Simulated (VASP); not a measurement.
# C (P6/mmm) in VASP: phonons with PBEsol+D3(BJ)

Aim: the phonons of C with PBEsol+D3(BJ).

Everything below comes from runs of VASP 6.6.1. Logs are shortened: lines on timing, memory, paths and dates and some standing lists are left out, and cuts for length are marked.

## (1) The cell of the first run

It takes space group P6/mmm (No. 191, hexagonal). Conventional cell: a = 2.458 Å, b = 2.458 Å, c = 3.529 Å, α = 90.00°, β = 90.00°, γ = 120.00°. Within 1.9 Å of C (site symmetry -6m2) lie 3 C at 1.42 Å.

## (2) Phonons, PBEsol+D3(BJ)

Contents of INCAR:

```
SYSTEM = C
PREC     = Accurate       ! precision mode
ENCUT    = 600            ! plane-wave cutoff, eV
EDIFF    = 1E-8           ! SCF threshold, eV
ISMEAR   = 0              ! smearing method
SIGMA    = 0.15           ! smearing width, eV
LREAL    = .False.        ! projectors in reciprocal space
LASPH    = .True.         ! aspherical terms in the spheres
NELM     = 120            ! most SCF steps
ALGO     = Normal         ! electronic algorithm
ISIF     = 2              ! what is computed and relaxed
LWAVE    = .False.        ! write WAVECAR
LCHARG   = .False.        ! write CHGCAR
GGA      = PS             ! functional
IVDW     = 12             ! dispersion correction
IBRION   = 6              ! ionic algorithm
NFREE    = 2            
POTIM    = 0.015          ! step
NSW      = 1              ! ionic steps
GGA_COMPAT= .False.      
KPAR     = 4
```

Contents of KPOINTS:

```
regular mesh
0
Gamma
  18 12 10
  0 0 0
```

Contents of POSCAR:

```
C
1.0
   -2.4576582504      0.0000000000      0.0000000000
    0.0000000000      0.0000000000     -3.5294825081
    0.0000000000     -4.2567889574      0.0000000000
C
4
Direct
    0.5000000000      0.0000000000      0.1666666667
    0.0000000000      0.0000000000      0.6666666667
    0.0000000000      0.0000000000      0.3333333333
    0.5000000000      0.0000000000      0.8333333333
```

Potentials or basis: VASP PAW PBE potentials, release 64 (C).

Command:

```sh
$ cat potpaw_PBE.64/C/POTCAR > POTCAR
$ mpirun -np 4 vasp_std > vasp.out
```

OUTCAR:

```text
SYSTEM = C
   PREC = Accurate
   ENCUT = 600
   EDIFF = 1E-8
   ISMEAR = 0
   LREAL = .False.
   LASPH = .True.
   NELM = 120
   ISIF = 2
   GGA = PS
   IVDW = 12
   IBRION = 6
   NFREE = 2
   POTIM = 0.015
   NSW = 1
 IVDW          = 12

 ion  position               nearest neighbor table
   1  0.500  0.000  0.167-   3 1.42   3 1.42   4 1.42
   2  0.000  0.000  0.667-   4 1.42   4 1.42   3 1.42
   3  0.000  0.000  0.333-   1 1.42   1 1.42   2 1.42
   4  0.500  0.000  0.833-   2 1.42   2 1.42   1 1.42

  LATTYP: Found a simple orthorhombic cell.
 ALAT       =     2.4576582504
 B/A-ratio  =     1.4361160701
 C/A-ratio  =     1.7320508076

  Lattice vectors:

 A1 = (  -2.4576582504,   0.0000000000,   0.0000000000)
 A2 = (   0.0000000000,   0.0000000000,  -3.5294825081)
 A3 = (   0.0000000000,  -4.2567889574,   0.0000000000)

Analysis of symmetry for initial positions (statically):
=====================================================================
 Subroutine PRICEL returns following result:

  LATTYP: Found a hexagonal cell.
 ALAT       =     2.4576582504
 C/A-ratio  =     1.4361160700

  Lattice vectors:

 A1 = (  -1.2288291252,  -2.1283944787,   0.0000000000)
 A2 = (  -1.2288291252,   2.1283944787,   0.0000000000)
 A3 = (   0.0000000000,   0.0000000000,  -3.5294825081)

   2 primitive cells build up your supercell.

 Routine SETGRP: Setting up the symmetry group for a
 simple orthorhombic supercell.

 Subroutine GETGRP returns: Found  8 space group operations
 (whereof  8 operations were pure point group operations)
 out of a pool of  8 trial point group operations.

The static configuration has the point symmetry D_2h.

Analysis of symmetry for dynamics (positions and initial velocities):
=====================================================================
 Subroutine PRICEL returns following result:

  LATTYP: Found a hexagonal cell.
 ALAT       =     2.4576582504
 C/A-ratio  =     1.4361160700

  Lattice vectors:

 A1 = (  -1.2288291252,  -2.1283944787,   0.0000000000)
 A2 = (  -1.2288291252,   2.1283944787,   0.0000000000)
 A3 = (   0.0000000000,   0.0000000000,  -3.5294825081)

   2 primitive cells build up your supercell.

 Routine SETGRP: Setting up the symmetry group for a
 simple orthorhombic supercell.

 Subroutine GETGRP returns: Found  8 space group operations
 (whereof  8 operations were pure point group operations)
 out of a pool of  8 trial point group operations.

The dynamic configuration has the point symmetry D_2h.

 Subroutine INISYM returns: Found  8 space group operations
 (whereof  8 operations are pure point group operations),
 and found     2 'primitive' translations

----------------------------------------------------------------------------------------

                                     Primitive cell

  volume of cell :      18.4623

  direct lattice vectors                    reciprocal lattice vectors
    -1.228829125 -2.128394479  0.000000000    -0.406891397 -0.234918858  0.000000000
    -1.228829125  2.128394479  0.000000000    -0.406891397  0.234918858  0.000000000
     0.000000000  0.000000000 -3.529482508     0.000000000  0.000000000 -0.283327654

  length of vectors
     2.457658250  2.457658250  3.529482508     0.469837716  0.469837716  0.283327654

  position of ions in fractional coordinates (direct lattice)
     0.666666667  0.333333333  0.000000000
     0.333333333  0.666666667  0.000000000

  ion indices of the primitive-cell ions
   primitive index   ion index
[... 74 lines left out ...]
   EDIFF  = 0.1E-07   stopping-criterion for ELM
   LREAL  =      F    real-space projection
   EDIFFG = 0.1E-06   stopping-criterion for IOM
   NSW    =     85    number of steps for IOM
   IBRION =      6    ionic relax: 0-MD 1-quasi-New 2-CG
   NFREE  =      2    steps in history (QN), initial steepest desc. (CG)
   ISIF   =      2    stress and relaxation
   ISYM   =      2    0-nonsym 1-usesym 2-fastsym
   POTIM  = 0.0150    time-step for ionic-motion
   TEBEG  =    0.0;   TEEND  =   0.0 temperature during run
   PSTRESS=    0.0 pullay stress
   NELECT =      16.0000    total number of electrons
   NUPDOWN=      -1.0000    fix difference up-down
   EMIN   =  10.00;   EMAX   =-10.00  energy-range for DOS
   EFERMI =   0.00;   METHOD = LEGACY
   ISMEAR =     0;   SIGMA  =   0.15  broadening in eV -4-tet -1-fermi 0-gaus
   EFERMI_NEDOS =   21; number of points for ismear=-14 and -15
   IALGO  =     38    algorithm
   IMIX   =      4    mixing-type and parameters
     AMIX     =   0.40;   BMIX     =  1.00
     AMIX_MAG =   1.60;   BMIX_MAG =  1.00
  volume/ion in A,a.u.               =       9.23        62.29
  Fermi-wavevector in a.u.,A,eV,Ry     =   1.238825  2.341040 20.880688  1.534687
  Thomas-Fermi vector in A             =   2.373334
   LORBIT       =      0    0 simple, 1 ext, 2 COOP (PROOUT), +10 PAW based schemes
   GGA     = PS    functional components
   LHFCALC =     F    Hartree Fock is set to
   AEXX    =    0.0000 exact exchange contribution
   IVDW    =    12    specifies the selected vdW correction
   LEPSILON=     F    determine dielectric tensor
   LRPA    =     F    only Hartree local field effects (RPA)
 finite differences with symmetry
 non-spin polarized calculation
 Gauss-broadening in eV      SIGMA  =   0.15
  energy-cutoff  :      600.00
  volume of cell :       36.92
 maximum number of plane-waves:      1256
 NGX is ok and might be reduce to    20
   NGX =  9   NGY = 15   NGZ = 17

--------------------------------------- Ionic step        1  -------------------------------------------

 number of electron      16.0000000 magnetization

 Free energy of the ion-electron system (eV)
  ---------------------------------------------------
  ext. energy  EPLUGINS =         0.00000000
  ---------------------------------------------------
  free energy    TOTEN  =       -38.55872887 eV

  energy without entropy =      -38.55831553  energy(sigma->0) =      -38.55852220

------------------------ aborting loop because EDIFF is reached ----------------------------------------

 Edisp (eV)   -0.41846

 E8    (eV) :    -0.2033
[... 243 lines left out ...]
--------------------------------------- Ionic step        7  -------------------------------------------

 number of electron      16.0000000 magnetization

 Free energy of the ion-electron system (eV)
  ---------------------------------------------------
  ext. energy  EPLUGINS =         0.00000000
  ---------------------------------------------------
  free energy    TOTEN  =       -38.55703047 eV

  energy without entropy =      -38.55661707  energy(sigma->0) =      -38.55682377

 E-fermi :   4.2309     XC(G=0): -10.1935

 val. band max:        4.2277624165   @ k =   0.3333   0.2500   0.0000
 cond. band min:       4.4335111026   @ k =   0.2778   0.5000   0.0000
 fundamental gap:      0.2057486860
 Fermi energy:         4.2308610925

 k-point     1 :       0.0000    0.0000    0.0000
  band No.  band energies     occupation
      1     -15.4144      2.00000
      2     -10.0629      2.00000
      3      -9.1094      2.00000
      4      -2.6579      2.00000
      5      -2.1891      2.00000
      6       1.2438      2.00000
      7       1.2457      2.00000
      8       2.4226      2.00000
      9       6.6348      0.00000
     10       7.8973      0.00000
     11      11.5548      0.00000
     12      12.5725      0.00000
[... 331 lines left out ...]
 k-point    24 :       0.1667    0.1667    0.0000
  band No.  band energies     occupation
      1     -14.8683      2.00000
      2      -9.6034      2.00000
      3      -8.6650      2.00000
      4      -4.0254      2.00000
      5      -2.5190      2.00000
      6      -0.4436      2.00000
      7       0.2120      2.00000
      8       2.7222      2.00000
      9       5.9691      0.00000
     10       9.5900      0.00000
     11      12.9435      0.00000
     12      14.1371      0.00000

 [... further k-points ...]

------------------------ aborting loop because EDIFF is reached ----------------------------------------

 Edisp (eV)   -0.41846

 E8    (eV) :    -0.2033
[... 27 lines left out ...]
  FREE ENERGIE OF THE ION-ELECTRON SYSTEM (eV)
  ---------------------------------------------------
  free  energy   TOTEN  =       -38.9754904606 eV

  energy  without entropy=      -38.9750770576  energy(sigma->0) =      -38.97528376

 INTERNAL STRAIN TENSORS FROM DISPLACED ATOMS
 ============================================

 INTERNAL STRAIN TENSOR FOR ION    1 for displacements in x,y,z  (eV/Angst):
          X           Y           Z          XY          YZ          ZX
  --------------------------------------------------------------------------------
  x    -0.00000    -0.00000     0.00000   -13.19613     0.00000     0.00000
  y   -13.17017    13.26065    -0.05772     0.00000     0.00000     0.00000
  z    -0.00000    -0.00000     0.00000     0.00000    -0.00439     0.00000

 INTERNAL STRAIN TENSOR FOR ION    4 for displacements in x,y,z  (eV/Angst):
          X           Y           Z          XY          YZ          ZX
  --------------------------------------------------------------------------------
  x     0.00000     0.00000    -0.00000    13.19613     0.00000     0.00000
  y    13.17017   -13.26065     0.05772     0.00000     0.00000     0.00000
  z     0.00000     0.00000    -0.00000     0.00000     0.00439     0.00000

 Eigenvectors and eigenvalues of the dynamical matrix
 ----------------------------------------------------

   1 f  =   47.626468 THz   299.245926 2PiTHz 1588.647980 cm-1   196.967158 meV
             X         Y         Z           dx          dy          dz
     -1.228829 -0.709465  0.000000     0.000000    0.500000   -0.000000
      0.000000 -2.837859  0.000000     0.000000    0.500000    0.000000
      0.000000 -1.418930  0.000000    -0.000000   -0.500000   -0.000000
     -1.228829 -3.547324  0.000000    -0.000000   -0.500000    0.000000
[... 57 lines left out ...]
  10 f  =    0.000001 THz     0.000006 2PiTHz    0.000033 cm-1     0.000004 meV
             X         Y         Z           dx          dy          dz
     -1.228829 -0.709465  0.000000    -0.075710   -0.494226   -0.002952
      0.000000 -2.837859  0.000000    -0.075710   -0.494226   -0.002952
      0.000000 -1.418930  0.000000    -0.075710   -0.494226   -0.002952
     -1.228829 -3.547324  0.000000    -0.075710   -0.494226   -0.002952

  11 f/i=    0.000001 THz     0.000004 2PiTHz    0.000022 cm-1     0.000003 meV
             X         Y         Z           dx          dy          dz
     -1.228829 -0.709465  0.000000     0.182586   -0.025194   -0.464788
      0.000000 -2.837859  0.000000     0.182586   -0.025194   -0.464788
      0.000000 -1.418930  0.000000     0.182586   -0.025194   -0.464788
     -1.228829 -3.547324  0.000000     0.182586   -0.025194   -0.464788

  12 f/i=    0.000001 THz     0.000005 2PiTHz    0.000024 cm-1     0.000003 meV
             X         Y         Z           dx          dy          dz
     -1.228829 -0.709465  0.000000     0.459272   -0.071456    0.184292
      0.000000 -2.837859  0.000000     0.459272   -0.071456    0.184292
      0.000000 -1.418930  0.000000     0.459272   -0.071456    0.184292
     -1.228829 -3.547324  0.000000     0.459272   -0.071456    0.184292

 ELASTIC MODULI CONTR FROM IONIC RELAXATION (kBar)
 Direction    XX          YY          ZZ          XY          YZ          ZX
 --------------------------------------------------------------------------------
 XX        -270.0625    271.9178     -1.1836      0.0000     -0.0000      0.0000
 YY         271.9178   -273.7859      1.1917     -0.0000      0.0000      0.0000
 ZZ          -1.1836      1.1917     -0.0052      0.0000     -0.0000      0.0000
 XY           0.0000     -0.0000      0.0000   -271.2632     -0.0000      0.0000
 YZ          -0.0000      0.0000     -0.0000     -0.0000     -0.0001      0.0000
 ZX           0.0000      0.0000      0.0000      0.0000      0.0000      0.0000
 --------------------------------------------------------------------------------
```

It took 2.1 min on 4 MPI ranks of Intel Xeon 6975P-C (Granite Rapids), shared host; peak memory 0.58 GiB.

Results:

```
Highest phonon frequency at Γ : 1589 cm⁻¹
Dispersion energy per atom    : -0.105 eV
```

Phonon frequencies in cm⁻¹ (negative: imaginary):
| q point | frequencies |
| --- | --- |
| (0.000, 0.000, 0.000) | 0 0 0 463 622 622 873 1343 1371 1422 1588 1589 |
